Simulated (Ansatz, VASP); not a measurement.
## One calculation of InSb2, two programs

```
CELL_PARAMETERS angstrom
5.16551 0.00000 0.00000
-2.58276 4.47347 0.00000
0.00000 0.00000 3.65864
ATOMIC_POSITIONS crystal
In 0.00000 0.00000 0.00000
Sb 0.66667 0.33333 0.50000
Sb 0.33333 0.66667 0.50000
```

Change from the starting cell: species swapped into the HoCd2 type (P6/mmm, No. 191).

Alike in both runs: task relaxation of cell and atoms; functional PBE; k mesh 12 × 12 × 12; occupations gaussian, width 0.1 eV; no spin polarisation.

|  | VASP | Ansatz |
| --- | --- | --- |
| version | VASP 6.6.1 | Ansatz 0.2.0 |
| potentials or method | VASP PAW PBE potentials, release 64 (In_d, Sb), cutoff 600 eV | scalar-relativistic, plane waves, PAW |
| valence electrons in the cell | 23 | 43 |

Ansatz gave:

```
gap on the k mesh at the Fermi level, each at its own relaxed structure (eV) : none
relaxed volume (Å³/atom)                                                     : 28.42
relaxed length of the cell vector where the two differ most in proportion (Å)              : 3.236
```

Problem. Which values does VASP return?

Solution. gap on the k mesh at the Fermi level, each at its own relaxed structure (eV): none; relaxed volume (Å³/atom): 28.38; relaxed length of the cell vector where the two differ most in proportion (Å): 3.234.

A gap of «none» marks a metal or a gap that the smearing closes. VASP's potentials hold 23 valence electrons a cell and Ansatz's 43, so a difference there can come from the potentials and not from the codes.

Spin-orbit coupling is off throughout.
